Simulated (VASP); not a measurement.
Here is a VASP 6.6.1 calculation.

INCAR

```
PREC = Accurate ; ENCUT = 520
EDIFF = 1E-7 ; ISMEAR = -1
SIGMA = 0.0689 ; LREAL = Auto
LASPH = True ; NELM = 60
ALGO = Normal ; ISIF = 2
LWAVE = False ; LCHARG = True
GGA = PE ; IVDW = 12
LELF = True ; LVHAR = True
NBANDS = 94
```

KPOINTS

```
Automatic mesh
0
Gamma
  2 2 2
  0.5 0.5 0.5
```

File POSCAR:

```
PbO
1.0
   -5.8291407203      0.0000000000      5.4878050257
    5.8291407203      0.0000000000      5.4878050257
    0.0000000000      5.9945590302     -5.4878050257
Pb O
8 8
Direct
    0.2766989541      0.7511464126      0.2710329470
    0.7771568328      0.2539478135      0.2793519910
    0.2539535623      0.2275987344      0.7265850546
    0.7563093109      0.7320789815      0.7297687750
    0.2280818658      0.7450256393      0.7219750407
    0.7238695770      0.2451250872      0.7224910086
    0.2487376575      0.2738730946      0.2720236788
    0.7553697376      0.7773983703      0.2816622526
    0.5617118143      0.6922135531      0.3782191465
    0.0579363245      0.1568798957      0.3569078208
    0.4324272471      0.0381106385      0.6084230686
    0.9250924596      0.5608770285      0.6132466094
    0.1884751911      0.5791296820      0.3867362033
    0.6877553185      0.0529277895      0.3721421357
    0.0398246243      0.9220817607      0.6053909857
    0.5327978370      0.4399165658      0.6346254964
```

Potentials or basis: VASP PAW PBE potentials, release 64 (Pb_d, O).

The run is started by

```sh
$ cat potpaw_PBE.64/Pb_d/POTCAR potpaw_PBE.64/O/POTCAR > POTCAR
$ mpirun -np 1 vasp_std > vasp.out
```

Task: What does it give for the band gap on the k mesh?

Result: 2.37 eV.

Task: What does it give for the pressure?

Result: -3.1 GPa.

Task: Predict the dispersion energy per atom.

Result: -0.201 eV.

Task: Estimate the largest force.

Result: 1.489 eV/Å.

Forces on the atoms (eV/Å):
```
Pb   0.180  0.014 -0.027
Pb  -0.411  0.139 -0.087
Pb  -0.512 -1.276 -0.225
Pb   0.476 -0.655 -0.495
Pb   0.499 -0.457  0.229
Pb   0.470 -0.749 -0.047
Pb   0.295  0.891  0.192
Pb  -0.568 -0.816 -0.044
O   -0.512  0.606 -0.383
O    0.425  0.554  0.095
O    0.444  0.574  0.166
O   -0.801 -0.260 -0.185
O   -0.505 -0.144 -0.606
O    1.248  0.726  0.366
O   -0.218  1.128  0.657
O   -0.508 -0.275  0.394
```

Caveat: the cell stands under tension; the atoms stand as in a frame of molecular dynamics; spin-orbit coupling is left out, which moves the levels of the heavy elements; a shifted mesh leaves out Γ, where band edges can lie; forces of over 1 eV/Å act on the atoms, so gaps and moduli don't describe the material at rest. A k mesh can miss the band edges.
